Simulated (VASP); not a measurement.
# Sb (Fm-3m) in VASP: further runs, part 2 of 2

VASP 6.6.1. The steps go on from the part before.

## (3) Relaxation of cell and atoms, revPBE+D3(BJ)

INCAR reads:

```
SYSTEM = Sb
PREC = Accurate ; ENCUT = 600
EDIFF = 1E-6 ; ISMEAR = -1
SIGMA = 0.05 ; LREAL = .FALSE.
LASPH = .TRUE. ; NELM = 60
ALGO = Normal ; ISIF = 3
LWAVE = .FALSE. ; LCHARG = .FALSE.
GGA = RE ; IVDW = 12
IBRION = 2 ; NSW = 60
EDIFFG = -0.01
```

KPOINTS reads:

```
regular mesh
0
G
  10 10 10
  0 0 0
```

POSCAR reads:

```
Sb
1.0
    0.0000000000      2.3712425216      2.3712425216
    2.3712425216      0.0000000000      2.3712425216
    2.3712425216      2.3712425216      0.0000000000
Sb
1
Direct
    0.0000000000      0.0000000000      0.0000000000
```

Potentials or basis: VASP PAW PBE potentials, release 64 (Sb).

The run is started by

```sh
$ cat potpaw_PBE.64/Sb/POTCAR > POTCAR
$ mpirun -np 1 vasp_std > vasp.out
```

OUTCAR:

```text
SYSTEM = Sb
   PREC = Accurate
   ENCUT = 600
   EDIFF = 1E-6
   ISMEAR = -1
   LREAL = .FALSE.
   LASPH = .TRUE.
   NELM = 60
   ISIF = 3
   GGA = RE
   IVDW = 12
   IBRION = 2
   NSW = 60
   EDIFFG = -0.01
 IVDW          = 12

 ion  position               nearest neighbor table
   1  0.000  0.000  0.000-

  LATTYP: Found a face centered cubic cell.
 ALAT       =     4.7424850432

  Lattice vectors:

 A1 = (   0.0000000000,   2.3712425216,   2.3712425216)
 A2 = (   2.3712425216,   0.0000000000,   2.3712425216)
 A3 = (   2.3712425216,   2.3712425216,   0.0000000000)

Analysis of symmetry for initial positions (statically):
=====================================================================
 Subroutine PRICEL returns:
 Original cell was already a primitive cell.

[... 173 lines left out ...]
 E8    (eV) :    -0.7131
[... 69 lines left out ...]
--------------------------------------- Ionic step        3  -------------------------------------------

 number of electron       5.0000000 magnetization

 Free energy of the ion-electron system (eV)
  ---------------------------------------------------
  ext. energy  EPLUGINS =         0.00000000
  ---------------------------------------------------
  free energy    TOTEN  =        -3.44679333 eV

  energy without entropy =       -3.44046442  energy(sigma->0) =       -3.44362887

 E-fermi :   9.4541     XC(G=0): -10.5014

 val. band max:        9.4482700042   @ k =  -0.2000   0.2000   0.0000
 cond. band min:       9.4752822335   @ k =   0.5000   0.4000   0.1000
 fundamental gap:      0.0270122293
 Fermi energy:         9.4541424894

 k-point     1 :       0.0000    0.0000    0.0000
  band No.  band energies     occupation
      1      -3.9736      2.00000
      2      15.3223      0.00000
      3      15.3223      0.00000
      4      15.3223      0.00000
      5      19.6203      0.00000
      6      19.6203      0.00000
[... 199 lines left out ...]
 k-point    24 :       0.4000    0.3000    0.0000
  band No.  band energies     occupation
      1      -0.4611      2.00000
      2       7.4411      2.00000
      3       9.7011      0.01421
      4      10.7009      0.00000
      5      14.6260      0.00000
      6      15.9554      0.00000

 [... further k-points ...]

------------------------ aborting loop because EDIFF is reached ----------------------------------------

 Edisp (eV)   -1.05093

 E8    (eV) :    -0.7535
[... 24 lines left out ...]
  FREE ENERGIE OF THE ION-ELECTRON SYSTEM (eV)
  ---------------------------------------------------
  free  energy   TOTEN  =        -4.4977226050 eV

  energy  without entropy=       -4.4913936963  energy(sigma->0) =       -4.49455815

 reached required accuracy - stopping structural energy minimisation
```

OSZICAR:

```text
N       E                     dE             d eps       ncg     rms          rms(c)
DAV:   1     0.994882909397E+01    0.99488E+01   -0.18226E+03   564   0.621E+02
DAV:   2    -0.333178248734E+01   -0.13281E+02   -0.12919E+02   846   0.804E+01
DAV:   3    -0.349211243446E+01   -0.16033E+00   -0.15931E+00   678   0.101E+01
[... 16 lines left out ...]
DAV:   1    -0.344985760140E+01   -0.31481E-01   -0.10438E-01   612   0.190E+00    0.273E-01
DAV:   2    -0.344789167337E+01    0.19659E-02   -0.14742E-03   564   0.334E-01    0.155E-01
DAV:   3    -0.344679268483E+01    0.10990E-02   -0.18795E-03   594   0.259E-01    0.465E-02
DAV:   4    -0.344679272848E+01   -0.43655E-07   -0.10605E-05   642   0.352E-02    0.373E-02
DAV:   5    -0.344679332540E+01   -0.59692E-06   -0.11585E-06   582   0.977E-03
   3 F= -.44977226E+01 E0= -.44945582E+01  d E =-.157516E-01
```

Run time: 38 s. Hardware: 1 thread of AMD EPYC 7R13, shared host; peak memory 0.14 GiB.

Results:

```yaml
Free_energy: -4.4977 eV
Relaxed_volume: 25.21 Å³/atom
Relaxed_cell: a = 3.291 Å, b = 3.291 Å, c = 3.291 Å, α = 60.00°, β = 60.00°, γ = 60.00°
Space_group_after_relaxing_to_0.05_Å: Fm-3m (No. 225)
Energy_gained_by_relaxing: 15.8 meV/atom
Ionic_steps: 3
Pressure_after_relaxing: 0.0 GPa
Dispersion_energy_per_atom: -1.051 eV
```

Step by step:
```
step  energy change (eV)  largest force (eV/Å)  pressure (GPa)  volume (Å³)
   1              0.0000                0.0000           -3.27        26.67
   2             -0.0126                0.0000            1.74        24.62
   3             -0.0158                0.0000           -0.01        25.21
```

Final structure:
```xyz
1
Lattice="0.0000 2.3274 2.3274 2.3274 0.0000 2.3274 2.3274 2.3274 0.0000" Properties=species:S:1:pos:R:3 pbc="T T T"
Sb    0.0000    0.0000    0.0000
```

Levels at points of the mesh, in eV from the Fermi level:
```csv
k point,band 1,band 2,band 3,band 4,band 5,band 6
"(0.00, 0.00, 0.00)",-13.43,5.87,5.87,5.87,10.17,10.17
"(0.50, 0.00, 0.00)",-9.29,-6.23,4.00,4.00,8.62,9.26
"(0.50, 0.50, 0.00)",-7.46,-5.27,0.42,0.42,4.22,4.57
```

Caveat: the PAW data sets were made with another functional, which shifts forces and pressure a little; spin-orbit coupling is left out, which moves the levels of the heavy elements; pairwise dispersion overbinds metals, which lowers pressure and volume.

## (4) Relaxation of cell and atoms, revPBE+D4

INCAR reads:

```
PREC = Accurate
ENCUT = 600
EDIFF = 1E-6
ISMEAR = -1
SIGMA = 0.05
LREAL = F
LASPH = T
NELM = 80
ALGO = Normal
ISIF = 3
LWAVE = F
LCHARG = F
GGA = RE
IVDW = 13
IBRION = 2
NSW = 60
EDIFFG = -0.01
```

KPOINTS reads:

```
Automatic mesh
0
Gamma
  10 10 10
```

POSCAR is that of step 3.

The run is started by

```sh
$ cat potpaw_PBE.64/Sb/POTCAR > POTCAR
$ mpirun -np 1 vasp_std > vasp.out
```

Wall time 38 s (1 thread of AMD EPYC 7R13, shared host); peak memory 0.13 GiB.

It converged, with:

| Item | Value |
| --- | --- |
| Free energy | -4.3986 eV |
| Relaxed volume | 25.60 Å³/atom |
| Relaxed cell | a = 3.308 Å, b = 3.308 Å, c = 3.308 Å, α = 60.00°, β = 60.00°, γ = 60.00° |
| Space group after relaxing (to 0.05 Å) | Fm-3m (No. 225) |
| Energy gained by relaxing | 8.3 meV/atom |
| Ionic steps | 3 |
| Pressure after relaxing | 0.0 GPa |
| Dispersion energy per atom | -0.937 eV |

Step by step:
```tsv
step	energy change (eV)	largest force (eV/Å)	pressure (GPa)	volume (Å³)
1	0.0000	0.0000	-2.39	26.67
2	-0.0068	0.0000	1.17	25.16
3	-0.0083	0.0000	0.01	25.60
```

Final structure:
```
Sb
1.0
     0.00000    2.33912    2.33912
     2.33912    0.00000    2.33912
     2.33912    2.33912    0.00000
Sb
1
Direct
  0.00000 0.00000 0.00000
```

Levels at points of the mesh, in eV from the Fermi level:
```
           k point  band 1  band 2  band 3  band 4  band 5
(0.00, 0.00, 0.00)  -13.30    5.75    5.75    5.75   10.12
(0.50, 0.00, 0.00)   -9.25   -6.13    3.92    3.92    8.51
(0.50, 0.50, 0.00)   -7.47   -5.18    0.42    0.42    4.20
```

Caveat: the PAW data sets were made with another functional, which shifts forces and pressure a little; spin-orbit coupling is left out, which moves the levels of the heavy elements; pairwise dispersion overbinds metals, which lowers pressure and volume.

## (5) Summary

| level | gap on the mesh (eV) | pressure (GPa) | relaxed volume (Å³/atom) |
| --- | --- | --- | --- |
| RPBE+D4 | none | 0.0 | 25.45 |
| revPBE+D3(BJ) | none | 0.0 | 25.21 |
| revPBE+D4 | none | 0.0 | 25.60 |

Alike in all rows: task relaxation of cell and atoms; potentials or basis VASP PAW PBE potentials, release 64 (Sb); no spin polarisation; cell relaxed; k mesh 10 × 10 × 10; cutoff (eV) 600; smearing fermi-dirac 0.05 eV.

Caveats: the PAW data sets were made with another functional, which shifts forces and pressure a little; spin-orbit coupling is left out, which moves the levels of the heavy elements; pairwise dispersion overbinds metals, which lowers pressure and volume.

Absolute energies hang on the potentials; compare differences alone.
